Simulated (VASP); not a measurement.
Here is a VASP 6.6.1 calculation.

File INCAR:

```
SYSTEM = NbTe
PREC = Accurate
ENCUT = 520
EDIFF = 1E-7
ISMEAR = -1
SIGMA = 0.1
LREAL = .FALSE.
LASPH = .TRUE.
NELM = 100
ALGO = Normal
ISIF = 2
LWAVE = .FALSE.
LCHARG = .FALSE.
GGA = PE
IVDW = 13
NBANDS = 16
```

File KPOINTS:

```
Automatic mesh
0
G
  8 8 7
  0 0 0
```

POSCAR

```
NbTe
1.0
    3.7029740000      0.0000000000      0.0000000000
   -1.8514870000      3.2068700000      0.0000000000
    0.0000000000      0.0000000000      3.6942110000
Nb Te
1 1
Direct
    0.0000000000      0.0000000000      0.5000000000
    0.6666666667      0.3333333333      0.0000000000
```

Potentials or basis: VASP PAW PBE potentials, release 64 (Nb_sv, Te).

Run with:

```console
$ cat potpaw_PBE.64/Nb_sv/POTCAR potpaw_PBE.64/Te/POTCAR > POTCAR
$ mpirun -np 1 vasp_std > vasp.out
```

Question: Predict the dispersion energy per atom.

Answer: -0.477 eV.

Question: Estimate the pressure.

Answer: -4.0 GPa.

Stress tensor (GPa, compression positive):
```
-4.16  0.00  0.00
 0.00 -4.16  0.00
 0.00  0.00 -3.77
```

Caveat: pairwise dispersion overbinds metals, which lowers pressure and volume.
